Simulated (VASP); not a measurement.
A run of VASP 6.6.1 is set up as follows.

File INCAR:

```
PREC     = Accurate       # precision mode
ENCUT    = 520            # plane-wave cutoff, eV
EDIFF    = 1E-6           # SCF threshold, eV
ISMEAR   = 0              # smearing method
SIGMA    = 0.01           # smearing width, eV
LREAL    = False          # projectors in reciprocal space
LASPH    = True           # aspherical terms in the spheres
NELM     = 100            # most SCF steps
ALGO     = Normal         # electronic algorithm
ISIF     = 2              # what is computed and relaxed
LWAVE    = False          # write WAVECAR
LCHARG   = True           # write CHGCAR
GGA      = PE             # functional
LELF     = True           # ELF
LVHAR    = True         
NBANDS   = 28             # bands
```

File KPOINTS:

```
Automatic mesh
0
Gamma
  6 6 6
```

The input POSCAR:

```
BaTiO3
1.0
    3.9723652307      0.0000000000      0.0000000000
    0.0000000000      3.9723652307      0.0000000000
    0.0000000000      0.0000000000      4.1122285344
Ba Ti O
1 1 3
Direct
    0.0000000000      0.0000000000     -0.0043576122
    0.5000000000      0.5000000000      0.4775258109
    0.5000000000      0.5000000000      0.0345450333
    0.5000000000      0.0000000000      0.5176433840
    0.0000000000      0.5000000000      0.5176433840
```

Potentials or basis: VASP PAW PBE potentials, release 64 (Ba_sv, Ti_sv, O).

The run is started by

```sh
$ cat potpaw_PBE.64/Ba_sv/POTCAR potpaw_PBE.64/Ti_sv/POTCAR potpaw_PBE.64/O/POTCAR > POTCAR
$ mpirun -np 1 vasp_std > vasp.out
```

Q: Estimate the pressure.

A: 4.9 GPa.

Q: Estimate the band gap on the k mesh.

A: 1.81 eV (least direct gap 2.30 eV).

Stress tensor (GPa, compression positive):
```
4.83 0.00 0.00
0.00 4.83 0.00
0.00 0.00 5.03
```

Caveat: the cell stands under pressure; spin-orbit coupling is left out, which moves the levels of the heavy elements. A k mesh can miss the band edges.
